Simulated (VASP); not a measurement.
A run of VASP 6.6.1 is set up as follows.

File INCAR:

```
SYSTEM = AlNi
ALGO     = Normal         ! electronic algorithm
EDIFF    = 1E-6           ! SCF threshold, eV
ENCUT    = 520            ! plane-wave cutoff, eV
GGA      = PE             ! functional
ISIF     = 2              ! what is computed and relaxed
ISMEAR   = 0              ! smearing method
LASPH    = .TRUE.         ! aspherical terms in the spheres
LCHARG   = .FALSE.        ! write CHGCAR
LREAL    = .FALSE.        ! projectors in reciprocal space
LWAVE    = .FALSE.        ! write WAVECAR
NBANDS   = 14             ! bands
NELM     = 80             ! most SCF steps
PREC     = Accurate       ! precision mode
SIGMA    = 0.005          ! smearing width, eV
```

KPOINTS

```
k-points
0
G
  15 15 15
  0 0 0
```

POSCAR

```
AlNi
1.0
    0.0000000000      2.1774553196      2.1774553196
    2.1774553196      0.0000000000      2.1774553196
    2.1774553196      2.1774553196      0.0000000000
Ni Al
1 1
Direct
    0.0000000000      0.0000000000      0.0000000000
    0.5000000000      0.5000000000      0.5000000000
```

Potentials or basis: VASP PAW PBE potentials, release 64 (Ni, Al).

Command:

```sh
$ cat potpaw_PBE.64/Ni/POTCAR potpaw_PBE.64/Al/POTCAR > POTCAR
$ mpirun -np 1 vasp_std > vasp.out
```

(1) Predict the pressure.

Answers

(1) 72.4 GPa.
